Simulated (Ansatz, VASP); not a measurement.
# One calculation of Ni, two programs

File INCAR:

```
SYSTEM = Ni
PREC = Accurate ; ENCUT = 520
EDIFF = 1E-7 ; ISMEAR = -1
SIGMA = 0.1 ; LREAL = .False.
LASPH = .True. ; NELM = 80
ALGO = Normal ; ISIF = 2
LWAVE = .False. ; LCHARG = .False.
GGA = PE ; NBANDS = 22
```

Contents of KPOINTS:

```
Automatic mesh
0
Gamma
  12 12 17
  0 0 0
```

POSCAR

```
Ni
1.0
    3.8843888883      0.0000000000      0.0000000000
   -1.9421944442      3.3639794555      0.0000000000
    0.0000000000      0.0000000000      2.3368881841
Ni
3
Direct
    0.0000000000      1.0000000000      1.0000000000
    0.3333333333      0.6666666667      0.5000000000
    0.6666666667      0.3333333333      0.5000000000
```

Input for Ansatz:

```yaml
crystal:
  lattice:
    - [3.8843888883, 0.0, 0.0]
    - [-1.9421944442, 3.3639794555, 0.0]
    - [0.0, 0.0, 2.3368881841]
  atoms:
    - { symbol: Ni, position: [0.0, 1.0, 1.0] }
    - { symbol: Ni, position: [0.3333333333, 0.6666666667, 0.5] }
    - { symbol: Ni, position: [0.6666666667, 0.3333333333, 0.5] }
hamiltonian:
  xc: pbe
  pseudopotentials:
    kind: paw
    azcp:
      Ni: "pseudopotentials/Ni.paw.azcp"
basis:
  ecutwfc: 420
  fft_grid_basis: typed
kpoints:
  mp_grid: { grid: [12, 12, 17], shift: [0, 0, 0] }
magnetization:
  spin_polarized: false
scf:
  occupations: { method: fermi_dirac, width: 0.1 }
output:
  stress: true
```

Alike in both runs: task single point; functional PBE; k mesh 12 × 12 × 17; occupations fermi-dirac, width 0.1 eV; no spin polarisation.

|  | VASP | Ansatz |
| --- | --- | --- |
| version | VASP 6.6.1 | Ansatz 0.2.0 |
| potentials or method | VASP PAW PBE potentials, release 64 (Ni), cutoff 520 eV | plane waves (420 eV) with PAW, scalar-relativistic |
| valence electrons in the cell | 30 | 54 |

|  | VASP | Ansatz | Ansatz less VASP |
| --- | --- | --- | --- |
| pressure (GPa) | 19.3 | 19.6 | +0.31 |
| traceless stress, the component that is largest in VASP (GPa) | -0.63 | -0.53 | +0.100 |

VASP's potentials hold 30 valence electrons a cell and Ansatz's 54, so a difference there can come from the potentials and not from the codes.
